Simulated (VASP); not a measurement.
# TiO2 (P4_2/mnm) in VASP: a series of runs

Runs on TiO2. Level: PBE. Tasks: electric field gradients, density of states.

All numbers are computed with VASP 6.6.1; they aren't measurements. Logs are shortened: lines on timing, memory, paths and dates and some standing lists are left out, and cuts for length are marked.

**1. The cell of the first run**

The structure is tetragonal, space group P4_2/mnm (No. 136). The conventional cell has a = 4.594 Å, b = 4.594 Å, c = 2.959 Å, α = 90.00°, β = 90.00°, γ = 90.00°. Ti (site symmetry mmm) has 6 O at 1.94 to 1.99 Å within 2.6 Å. Within 2.6 Å of O (site symmetry m2m) lie 3 Ti at 1.94 to 1.99 Å and 1 O at 2.52 Å.

**2. Electric field gradients, PBE**

Contents of INCAR:

```
SYSTEM = TiO2
PREC = Accurate
ENCUT = 520
EDIFF = 1E-8
ISMEAR = -1
SIGMA = 0.05
LREAL = .FALSE.
LASPH = .TRUE.
NELM = 80
ALGO = Normal
ISIF = 2
LWAVE = .FALSE.
LCHARG = .FALSE.
GGA = PE
LEFG = .TRUE.
NBANDS = 33
```

Contents of KPOINTS:

```
regular mesh
0
G
  7 7 10
  0 0 0
```

Contents of POSCAR:

```
TiO2
1.0
    4.5940000000      0.0000000000      0.0000000000
    0.0000000000      4.5940000000      0.0000000000
    0.0000000000      0.0000000000      2.9590000000
Ti O
2 4
Direct
    0.0000000000      0.0000000000      0.0000000000
    0.5000000000      0.5000000000      0.5000000000
    0.3060000000      0.3060000000      0.0000000000
    0.1940000000      0.8060000000      0.5000000000
    0.6940000000      0.6940000000      0.0000000000
    0.8060000000      0.1940000000      0.5000000000
```

Potentials or basis: VASP PAW PBE potentials, release 64 (Ti_sv, O).

Run with:

```
cat potpaw_PBE.64/Ti_sv/POTCAR potpaw_PBE.64/O/POTCAR > POTCAR
mpirun -np 1 vasp_std > vasp.out
```

OUTCAR:

```text
SYSTEM = TiO2
   PREC = Accurate
   ENCUT = 520
   EDIFF = 1E-8
   ISMEAR = -1
   LREAL = .FALSE.
   LASPH = .TRUE.
   NELM = 80
   ISIF = 2
   GGA = PE

 ion  position               nearest neighbor table
   1  0.000  0.000  0.000-   4 1.94   6 1.94   4 1.94   6 1.94   5 1.99   3 1.99
   2  0.500  0.500  0.500-   3 1.94   5 1.94   3 1.94   5 1.94   4 1.99   6 1.99
   3  0.306  0.306  0.000-   2 1.94   2 1.94   1 1.99
   4  0.194  0.806  0.500-   1 1.94   1 1.94   2 1.99
   5  0.694  0.694  0.000-   2 1.94   2 1.94   1 1.99
   6  0.806  0.194  0.500-   1 1.94   1 1.94   2 1.99

  LATTYP: Found a simple tetragonal cell.
 ALAT       =     4.5940000000
 C/A-ratio  =     0.6441010013

  Lattice vectors:

 A1 = (   4.5940000000,   0.0000000000,   0.0000000000)
 A2 = (   0.0000000000,   4.5940000000,   0.0000000000)
 A3 = (   0.0000000000,   0.0000000000,   2.9590000000)

Analysis of symmetry for initial positions (statically):
=====================================================================
 Subroutine PRICEL returns:
 Original cell was already a primitive cell.

 Routine SETGRP: Setting up the symmetry group for a
 simple tetragonal supercell.

 Subroutine GETGRP returns: Found 16 space group operations
 (whereof  8 operations were pure point group operations)
 out of a pool of 16 trial point group operations.

The static configuration has the point symmetry D_2h.
 The point group associated with its full space group is D_4h.

Analysis of symmetry for dynamics (positions and initial velocities):
=====================================================================
 Subroutine PRICEL returns:
 Original cell was already a primitive cell.

 Routine SETGRP: Setting up the symmetry group for a
 simple tetragonal supercell.

 Subroutine GETGRP returns: Found 16 space group operations
 (whereof  8 operations were pure point group operations)
 out of a pool of 16 trial point group operations.

The dynamic configuration has the point symmetry D_2h.
 The point group associated with its full space group is D_4h.

 Subroutine INISYM returns: Found 16 space group operations
 (whereof  8 operations are pure point group operations),
 and found     1 'primitive' translations

----------------------------------------------------------------------------------------

                                     Primitive cell

  volume of cell :      62.4492

  direct lattice vectors                    reciprocal lattice vectors
     4.594000000  0.000000000  0.000000000     0.217675229  0.000000000  0.000000000
     0.000000000  4.594000000  0.000000000     0.000000000  0.217675229  0.000000000
     0.000000000  0.000000000  2.959000000     0.000000000  0.000000000  0.337952011

  length of vectors
     4.594000000  4.594000000  2.959000000     0.217675229  0.217675229  0.337952011

  position of ions in fractional coordinates (direct lattice)
     0.000000000  0.000000000  0.000000000
     0.500000000  0.500000000  0.500000000
     0.306000000  0.306000000  0.000000000
     0.194000000  0.806000000  0.500000000
     0.694000000  0.694000000  0.000000000
     0.806000000  0.194000000  0.500000000

  ion indices of the primitive-cell ions
   primitive index   ion index
                 1           1
                 2           2
                 3           3
                 4           4
                 5           5
                 6           6

----------------------------------------------------------------------------------------

 KPOINTS: regular mesh

Automatic generation of k-mesh.
 Grid dimensions read from file:
[... 51 lines left out ...]
   dimension x,y,z NGXF=    72 NGYF=   72 NGZF=   48
   ions per type =               2   4
   NGX,Y,Z   is equivalent  to a cutoff of  13.03, 13.03, 13.48 a.u.
   NGXF,Y,Z  is equivalent  to a cutoff of  26.06, 26.06, 26.97 a.u.
 SYSTEM =  TiO2
   PREC   = accura    normal or accurate (medium, high low for compatibility)
   ISTART =      0    job   : 0-new  1-cont  2-samecut
   ICHARG =      2    charge: 1-file 2-atom 10-const
   ISPIN  =      1    spin polarized calculation?
   LNONCOLLINEAR =      F non collinear calculations
   LSORBIT =      F    spin-orbit coupling
   LASPH  =      T    aspherical Exc in radial PAW
   ENCUT  =  520.0 eV  38.22 Ry    6.18 a.u.   8.54  8.54  5.50*2*pi/ulx,y,z
   NELM   =     80;   NELMIN=  2; NELMDL= -5     # of ELM steps
   EDIFF  = 0.1E-07   stopping-criterion for ELM
   LREAL  =      F    real-space projection
   EDIFFG = 0.1E-06   stopping-criterion for IOM
   NSW    =      0    number of steps for IOM
   IBRION =     -1    ionic relax: 0-MD 1-quasi-New 2-CG
   NFREE  =      0    steps in history (QN), initial steepest desc. (CG)
   ISIF   =      2    stress and relaxation
   ISYM   =      2    0-nonsym 1-usesym 2-fastsym
   POTIM  = 0.5000    time-step for ionic-motion
   TEBEG  =    0.0;   TEEND  =   0.0 temperature during run
   PSTRESS=    0.0 pullay stress
   NELECT =      48.0000    total number of electrons
   NUPDOWN=      -1.0000    fix difference up-down
   EMIN   =  10.00;   EMAX   =-10.00  energy-range for DOS
   EFERMI =   0.00;   METHOD = LEGACY
   ISMEAR =    -1;   SIGMA  =   0.05  broadening in eV -4-tet -1-fermi 0-gaus
   EFERMI_NEDOS =   21; number of points for ismear=-14 and -15
   IALGO  =     38    algorithm
   IMIX   =      4    mixing-type and parameters
     AMIX     =   0.40;   BMIX     =  1.00
     AMIX_MAG =   1.60;   BMIX_MAG =  1.00
  volume/ion in A,a.u.               =      10.41        70.24
  Fermi-wavevector in a.u.,A,eV,Ry     =   1.499614  2.833860 30.597370  2.248843
  Thomas-Fermi vector in A             =   2.611221
   LORBIT       =      0    0 simple, 1 ext, 2 COOP (PROOUT), +10 PAW based schemes
   GGA     = PE    functional components
   LHFCALC =     F    Hartree Fock is set to
   AEXX    =    0.0000 exact exchange contribution
   IVDW    =     0    specifies the selected vdW correction
   LEPSILON=     F    determine dielectric tensor
   LRPA    =     F    only Hartree local field effects (RPA)
 non-spin polarized calculation
  energy-cutoff  :      520.00
  volume of cell :       62.45
 maximum number of plane-waves:      1697
 NGX is ok and might be reduce to    36
   NGX = 17   NGY = 17   NGZ = 11

 number of electron      48.0000022 magnetization

 Free energy of the ion-electron system (eV)
  ---------------------------------------------------
  ext. energy  EPLUGINS =         0.00000000
  ---------------------------------------------------
  free energy    TOTEN  =       -53.64016795 eV

  energy without entropy =      -53.64016795  energy(sigma->0) =      -53.64016795

 E-fermi :   5.7585     XC(G=0): -11.4081

 val. band max:        4.8256854364   @ k =   0.0000   0.0000   0.0000
 cond. band min:       6.7338407376   @ k =   0.0000   0.0000   0.0000
 fundamental gap:      1.9081553012
 Fermi energy:         5.7585041334

 k-point     1 :       0.0000    0.0000    0.0000
  band No.  band energies     occupation
      1     -52.0646      2.00000
      2     -52.0475      2.00000
      3     -28.3746      2.00000
      4     -28.3746      2.00000
      5     -28.2072      2.00000
      6     -28.2072      2.00000
[... 853 lines left out ...]
     32      10.2521      0.00000
     33      11.1613      0.00000

 [... further k-points ...]
[... 5 lines left out ...]
  --------------------------------------------------------------------------------------
  -------------------------------------------------------------------------------------
  Total        2.4431652      2.4431652      2.2551119      0.0000000      0.0000000      0.0000000
  in kB       62.6810803     62.6810803     57.8564443      0.0000000      0.0000000      0.0000000
  external PRESSURE =      61.0728683 kB  Pullay stress =       0.0000000 kB

 VOLUME and BASIS-vectors are now :
 -----------------------------------------------------------------------------
  energy-cutoff  :      520.00
  volume of cell :       62.45
      direct lattice vectors                 reciprocal lattice vectors
     4.594000000  0.000000000  0.000000000     0.217675229  0.000000000  0.000000000
     0.000000000  4.594000000  0.000000000     0.000000000  0.217675229  0.000000000
     0.000000000  0.000000000  2.959000000     0.000000000  0.000000000  0.337952011

 POSITION                                       TOTAL-FORCE (eV/Angst)
 -----------------------------------------------------------------------------------
      0.00000      0.00000      0.00000         0.000000      0.000000      0.000000
      2.29700      2.29700      1.47950         0.000000      0.000000      0.000000
      1.40576      1.40576      0.00000        -0.185715     -0.185715      0.000000
      0.89124      3.70276      1.47950         0.185715     -0.185715      0.000000
      3.18824      3.18824      0.00000         0.185715      0.185715      0.000000
      3.70276      0.89124      1.47950        -0.185715      0.185715      0.000000
 -----------------------------------------------------------------------------------
    total drift:                               -0.000000      0.000000      0.000000

  FREE ENERGIE OF THE ION-ELECTRON SYSTEM (eV)
  ---------------------------------------------------
  free  energy   TOTEN  =       -53.6401679482 eV

  energy  without entropy=      -53.6401679479  energy(sigma->0) =      -53.64016795

 Electric field gradients (V/A^2)
---------------------------------------------------------------------
 ion       V_xx      V_yy      V_zz      V_xy      V_xz      V_yz
---------------------------------------------------------------------
   1      12.820    12.820   -25.640     6.736     0.000    -0.000
   2      12.820    12.820   -25.640    -6.736    -0.000    -0.000
   3       0.981     0.981    -1.962    21.212     0.000     0.000
   4       0.981     0.981    -1.962   -21.212    -0.000    -0.000
   5       0.981     0.981    -1.962    21.212    -0.000    -0.000
   6       0.981     0.981    -1.962   -21.212     0.000     0.000
---------------------------------------------------------------------

 Electric field gradients after diagonalization (V/A^2)
 (convention: |V_zz| > |V_xx| > |V_yy|)
----------------------------------------------------------------------
 ion       V_xx      V_yy      V_zz     asymmetry (V_yy - V_xx)/ V_zz
----------------------------------------------------------------------
   1      19.556     6.083   -25.640       0.525
   2      19.556     6.083   -25.640       0.525
   3     -20.231    -1.962    22.193       0.823
   4     -20.231    -1.962    22.193       0.823
   5     -20.231    -1.962    22.193       0.823
   6     -20.231    -1.962    22.193       0.823
----------------------------------------------------------------------

           NMR quadrupolar parameters

 Cq : quadrupolar parameter    Cq=e*Q*V_zz/h
 eta: asymmetry parameters     (V_yy - V_xx)/ V_zz
 Q  : nuclear electric quadrupole moment in mb (millibarn)
----------------------------------------------------------------------
 ion       Cq(MHz)       eta       Q (mb)
----------------------------------------------------------------------
   1      -0.062       0.525       1.000
   2      -0.062       0.525       1.000
   3       0.054       0.823       1.000
   4       0.054       0.823       1.000
   5       0.054       0.823       1.000
   6       0.054       0.823       1.000
----------------------------------------------------------------------
```

It took 3.1 min on 1 thread of Intel Xeon 8259CL, shared host; peak memory 0.24 GiB.

Results:

- Free energy: -53.6402 eV
- Pressure: 6.1 GPa
- Largest force: 0.263 eV/Å
- Band gap on the k mesh: 1.91 eV, direct

Forces on the atoms (eV/Å):
```
Ti   0.000  0.000  0.000
Ti   0.000  0.000  0.000
O   -0.186 -0.186  0.000
O    0.186 -0.186  0.000
O    0.186  0.186  0.000
O   -0.186  0.186  0.000
```

Electric field gradients, principal values (V/Å²):
| atom | least | middle | greatest (by size) |
| --- | --- | --- | --- |
| 1 Ti | 6.083 | 19.556 | -25.640 |
| 2 Ti | 6.083 | 19.556 | -25.640 |
| 3 O | -1.962 | -20.231 | 22.193 |
| 4 O | -1.962 | -20.231 | 22.193 |
| 5 O | -1.962 | -20.231 | 22.193 |
| 6 O | -1.962 | -20.231 | 22.193 |

Caveat: without QUAD_EFG the Cq values of the log hold for a quadrupole moment of 1 mb, not for the nuclei. A k mesh can miss the band edges.

**3. Density of states, PBE**

POSCAR is that of step 2.

Contents of INCAR.step1:

```
  PREC = Accurate
  ENCUT = 520
  EDIFF = 1E-6
  ISMEAR = -1
  SIGMA = 0.05
  LREAL = F
  LASPH = T
  NELM = 100
  ALGO = Normal
  ISIF = 2
  LWAVE = F
  LCHARG = T
  LMAXMIX = 4
  GGA = PE
  NBANDS = 33
```

Contents of KPOINTS.step1:

```
regular mesh
0
Gamma
  7 7 10
```

Contents of INCAR.step2:

```
  PREC = Accurate
  ENCUT = 520
  EDIFF = 1E-6
  ISMEAR = -5
  SIGMA = 0.05
  LREAL = F
  LASPH = T
  NELM = 100
  ALGO = Normal
  ISIF = 2
  LWAVE = F
  LCHARG = F
  LMAXMIX = 4
  GGA = PE
  LORBIT = 11
  NEDOS = 2001
  ICHARG = 11
```

Contents of KPOINTS.step2:

```
regular mesh
0
Gamma
  11 11 15
```

Potentials or basis: VASP PAW PBE potentials, release 64 (Ti_sv, O).

Run with:

```
cat potpaw_PBE.64/Ti_sv/POTCAR potpaw_PBE.64/O/POTCAR > POTCAR
cp INCAR.step1 INCAR
cp KPOINTS.step1 KPOINTS
mpirun -np 1 vasp_std > vasp.out
cp INCAR.step2 INCAR
cp KPOINTS.step2 KPOINTS
mpirun -np 1 vasp_std > vasp.out
```

Run time: 5.9 min. Hardware: 1 thread of Intel Xeon 8259CL, shared host; peak memory 0.34 GiB.

The run converged. Its results:

- Valence electrons inside the program's atomic spheres: Ti 10.24; O 5.08

Levels at points of the mesh, in eV from the valence-band top:
| k point | band 21 | band 22 | band 23 | band 24 | band 25 | band 26 | band 27 | band 28 |
| --- | --- | --- | --- | --- | --- | --- | --- | --- |
| (0.00, 0.00, 0.00) | -0.69 | -0.42 | -0.42 | 0.00 | 1.91 | 2.24 | 2.45 | 2.52 |
